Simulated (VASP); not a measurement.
# AlAu2 (I4/mmm) in VASP: a series of runs

The runs below take AlAu2 through single point, with LDA.

All numbers are computed with VASP 6.6.1; they aren't measurements. Logs are shortened: lines on timing, memory, paths and dates and some standing lists are left out, and cuts for length are marked.

## (1) The cell of the first run

It takes space group I4/mmm (No. 139, tetragonal). The conventional cell has a = 3.272 Å, b = 3.272 Å, c = 8.657 Å, α = 90.00°, β = 90.00°, γ = 90.00°. Al (site symmetry 4/mmm) has 10 Au at 2.68 to 2.97 Å and 4 Al at 3.27 Å within 3.5 Å. Within 3.5 Å of Au (site symmetry 4mm) lie 5 Al at 2.68 to 2.97 Å and 9 Au at 2.72 to 3.27 Å.

## (2) Single point, LDA

INCAR

```
SYSTEM = AlAu2
ALGO = Fast
EDIFF = 1E-6
ENCUT = 520
GGA = CA
ISIF = 2
ISMEAR = 0
LASPH = .True.
LCHARG = .False.
LREAL = .False.
LWAVE = .False.
NBANDS = 20
NELM = 100
PREC = Accurate
SIGMA = 0.15
```

KPOINTS

```
k-points
0
Gamma
  16 16 16
  0 0 0
```

POSCAR

```
AlAu2
1.0
   -1.6358000000      1.6358000000      4.3287266251
    1.6358000000     -1.6358000000      4.3287266251
    1.6358000000      1.6358000000     -4.3287266251
Al Au
1 2
Direct
    0.0000000000      0.0000000000      0.0000000000
    0.6570428093      0.6570428093      0.0000000000
    0.3429571907      0.3429571907      0.0000000000
```

Potentials or basis: VASP PAW LDA potentials, release 64 (Al, Au).

On the command line:

```console
$ cat potpaw_LDA.64/Al/POTCAR potpaw_LDA.64/Au/POTCAR > POTCAR
$ mpirun -np 1 vasp_std > vasp.out
```

OUTCAR:

```text
SYSTEM = AlAu2
   EDIFF = 1E-6
   ENCUT = 520
   GGA = CA
   ISIF = 2
   ISMEAR = 0
   LASPH = .True.
   LREAL = .False.
   NELM = 100
   PREC = Accurate

 ion  position               nearest neighbor table
   1  0.000  0.000  0.000-   2 2.68   2 2.68   2 2.68   3 2.68   2 2.68   3 2.68   3 2.68   3 2.68
                             2 2.97   3 2.97
   2  0.657  0.657  0.000-   1 2.68   1 2.68   1 2.68   1 2.68   3 2.72   3 2.82   3 2.82   3 2.82
                             3 2.82   1 2.97
   3  0.343  0.343  0.000-   1 2.68   1 2.68   1 2.68   1 2.68   2 2.72   2 2.82   2 2.82   2 2.82
                             2 2.82   1 2.97

  LATTYP: Found a body centered tetragonal cell.
 ALAT       =     3.2716000000
 C/A-ratio  =     2.6462444218

  Lattice vectors:

 A1 = (  -1.6358000000,   1.6358000000,   4.3287266251)
 A2 = (   1.6358000000,  -1.6358000000,   4.3287266251)
 A3 = (   1.6358000000,   1.6358000000,  -4.3287266251)

Analysis of symmetry for initial positions (statically):
=====================================================================
 Subroutine PRICEL returns:
 Original cell was already a primitive cell.

 Routine SETGRP: Setting up the symmetry group for a
 body centered tetragonal supercell.

 Subroutine GETGRP returns: Found 16 space group operations
 (whereof 16 operations were pure point group operations)
 out of a pool of 16 trial point group operations.

The static configuration has the point symmetry D_4h.

Analysis of symmetry for dynamics (positions and initial velocities):
=====================================================================
 Subroutine PRICEL returns:
 Original cell was already a primitive cell.

 Routine SETGRP: Setting up the symmetry group for a
 body centered tetragonal supercell.

 Subroutine GETGRP returns: Found 16 space group operations
 (whereof 16 operations were pure point group operations)
 out of a pool of 16 trial point group operations.

The dynamic configuration has the point symmetry D_4h.

 Subroutine INISYM returns: Found 16 space group operations
 (whereof 16 operations are pure point group operations),
 and found     1 'primitive' translations

----------------------------------------------------------------------------------------

                                     Primitive cell

  volume of cell :      46.3319
[... 88 lines left out ...]
   LASPH  =      T    aspherical Exc in radial PAW
   ENCUT  =  520.0 eV  38.22 Ry    6.18 a.u.   9.13  9.13  9.13*2*pi/ulx,y,z
   NELM   =    100;   NELMIN=  2; NELMDL= -5     # of ELM steps
   EDIFF  = 0.1E-05   stopping-criterion for ELM
   LREAL  =      F    real-space projection
   EDIFFG = 0.1E-04   stopping-criterion for IOM
   NSW    =      0    number of steps for IOM
   IBRION =     -1    ionic relax: 0-MD 1-quasi-New 2-CG
   NFREE  =      0    steps in history (QN), initial steepest desc. (CG)
   ISIF   =      2    stress and relaxation
   ISYM   =      2    0-nonsym 1-usesym 2-fastsym
   POTIM  = 0.5000    time-step for ionic-motion
   TEBEG  =    0.0;   TEEND  =   0.0 temperature during run
   PSTRESS=    0.0 pullay stress
   NELECT =      25.0000    total number of electrons
   NUPDOWN=      -1.0000    fix difference up-down
   EMIN   =  10.00;   EMAX   =-10.00  energy-range for DOS
   EFERMI =   0.00;   METHOD = LEGACY
   ISMEAR =     0;   SIGMA  =   0.15  broadening in eV -4-tet -1-fermi 0-gaus
   EFERMI_NEDOS =   21; number of points for ismear=-14 and -15
   IALGO  =     68    algorithm
   IMIX   =      4    mixing-type and parameters
     AMIX     =   0.40;   BMIX     =  1.00
     AMIX_MAG =   1.60;   BMIX_MAG =  1.00
  volume/ion in A,a.u.               =      15.44       104.22
  Fermi-wavevector in a.u.,A,eV,Ry     =   1.332789  2.518606 24.168380  1.776326
  Thomas-Fermi vector in A             =   2.461697
   LORBIT       =      0    0 simple, 1 ext, 2 COOP (PROOUT), +10 PAW based schemes
   GGA     = CA    functional components
   LHFCALC =     F    Hartree Fock is set to
   AEXX    =    0.0000 exact exchange contribution
   IVDW    =     0    specifies the selected vdW correction
   LEPSILON=     F    determine dielectric tensor
   LRPA    =     F    only Hartree local field effects (RPA)
 non-spin polarized calculation
 RMM-DIIS sequential band-by-band and
 Gauss-broadening in eV      SIGMA  =   0.15
  energy-cutoff  :      520.00
  volume of cell :       46.33
 maximum number of plane-waves:      1276
 NGX is ok and might be reduce to    40
   NGX = 19   NGY = 19   NGZ = 19

 number of electron      25.0000002 magnetization

 Free energy of the ion-electron system (eV)
  ---------------------------------------------------
  ext. energy  EPLUGINS =         0.00000000
  ---------------------------------------------------
  free energy    TOTEN  =       -14.16872612 eV

  energy without entropy =      -14.16200721  energy(sigma->0) =      -14.16536667

 E-fermi :  10.5218     XC(G=0): -12.5837

 val. band max:       10.5109964065   @ k =   0.4375   0.2500   0.0625
 cond. band min:      10.5230790824   @ k =  -0.3750   0.3750   0.0000
 fundamental gap:      0.0120826760
 Fermi energy:        10.5218192600

 k-point     1 :       0.0000    0.0000    0.0000
  band No.  band energies     occupation
      1      -1.0246      2.00000
      2       3.2776      2.00000
      3       3.7005      2.00000
      4       4.7584      2.00000
      5       5.1037      2.00000
      6       5.1318      2.00000
[... 541 lines left out ...]
     19      18.9783      0.00000
     20      21.1465      0.00000

 [... further k-points ...]

------------------------ aborting loop because EDIFF is reached ----------------------------------------

  FORCE on cell =-STRESS in cart. coord.  units (eV):
  Direction    XX          YY          ZZ          XY          YZ          ZX
  --------------------------------------------------------------------------------------
  -------------------------------------------------------------------------------------
  Total        1.1063063      1.1063063      1.0468804      0.0000000      0.0000000     -0.0000000
  in kB       38.2565157     38.2565157     36.2015428      0.0000000      0.0000000     -0.0000000
  external PRESSURE =      37.5715248 kB  Pullay stress =       0.0000000 kB

 VOLUME and BASIS-vectors are now :
 -----------------------------------------------------------------------------
  energy-cutoff  :      520.00
  volume of cell :       46.33
      direct lattice vectors                 reciprocal lattice vectors
    -1.635800000  1.635800000  4.328726625     0.000000000  0.305660839  0.115507410
     1.635800000 -1.635800000  4.328726625     0.305660839  0.000000000  0.115507410
     1.635800000  1.635800000 -4.328726625     0.305660839  0.305660839  0.000000000

 POSITION                                       TOTAL-FORCE (eV/Angst)
 -----------------------------------------------------------------------------------
      0.00000      0.00000      0.00000        -0.000000     -0.000000     -0.000000
      0.00000      0.00000      5.68832         0.000000      0.000000     -0.067475
      0.00000      0.00000      2.96914        -0.000000     -0.000000      0.067475
 -----------------------------------------------------------------------------------
    total drift:                                0.000000      0.000000     -0.000000

  FREE ENERGIE OF THE ION-ELECTRON SYSTEM (eV)
  ---------------------------------------------------
  free  energy   TOTEN  =       -14.1687261167 eV

  energy  without entropy=      -14.1620072135  energy(sigma->0) =      -14.16536667
```

OSZICAR:

```text
N       E                     dE             d eps       ncg     rms          rms(c)
DAV:   1     0.127991152747E+03    0.12799E+03   -0.11893E+04 14144   0.113E+03
DAV:   2    -0.123708528289E+02   -0.14036E+03   -0.13417E+03 15412   0.252E+02
DAV:   3    -0.156258226317E+02   -0.32550E+01   -0.32347E+01 16288   0.371E+01
DAV:   4    -0.156431845233E+02   -0.17362E-01   -0.17360E-01 15160   0.309E+00
DAV:   5    -0.156433397421E+02   -0.15522E-03   -0.15522E-03 15988   0.307E-01    0.144E+01
RMM:   6    -0.142581525564E+02    0.13852E+01   -0.32574E+00 13974   0.117E+01    0.848E+00
RMM:   7    -0.141944949305E+02    0.63658E-01   -0.12334E-01 14588   0.234E+00    0.443E+00
RMM:   8    -0.141689331504E+02    0.25562E-01   -0.17241E-02 14369   0.847E-01    0.232E-01
RMM:   9    -0.141687579961E+02    0.17515E-03   -0.27625E-03 15153   0.330E-01    0.134E-01
RMM:  10    -0.141687305257E+02    0.27470E-04   -0.39994E-04 15322   0.137E-01    0.562E-02
RMM:  11    -0.141687261516E+02    0.43741E-05   -0.62403E-05 15312   0.548E-02    0.206E-02
RMM:  12    -0.141687269278E+02   -0.77625E-06   -0.16076E-05 15301   0.248E-02    0.108E-02
RMM:  13    -0.141687261167E+02    0.81116E-06   -0.46433E-06 13640   0.129E-02
   1 F= -.14168726E+02 E0= -.14165367E+02  d E =-.671890E-02
```

stdout:

```text
POSCAR found type information on POSCAR AlAu
 POSCAR found :  2 types and       3 ions
 scaLAPACK will be used
 LDA part: xc-table for (Slater(with rela. corr.)+CA(PZ))
 , standard interpolation
 POSCAR, INCAR and KPOINTS ok, starting setup
 FFT: planning ... GRIDC
 FFT: planning ... GRID_SOFT
 FFT: planning ... GRID
 WAVECAR not read
 entering main loop
```

Run time: 4.5 min. Hardware: 1 thread of Intel Xeon 6975P-C (Granite Rapids), shared host; peak memory 0.42 GiB.

Results:

- Free energy: -14.1687 eV
- Pressure: 3.8 GPa
- Largest force: 0.067 eV/Å
- Band gap on the k mesh: zero (an odd number of electrons rules out a gap without spin polarisation)

Forces on the atoms (eV/Å):
```
Al   0.000  0.000  0.000
Au   0.000  0.000 -0.067
Au   0.000  0.000  0.067
```

Caveat: the cell stands under pressure; spin-orbit coupling is left out, which moves the levels of the heavy elements.

[end of part 1 of 2]
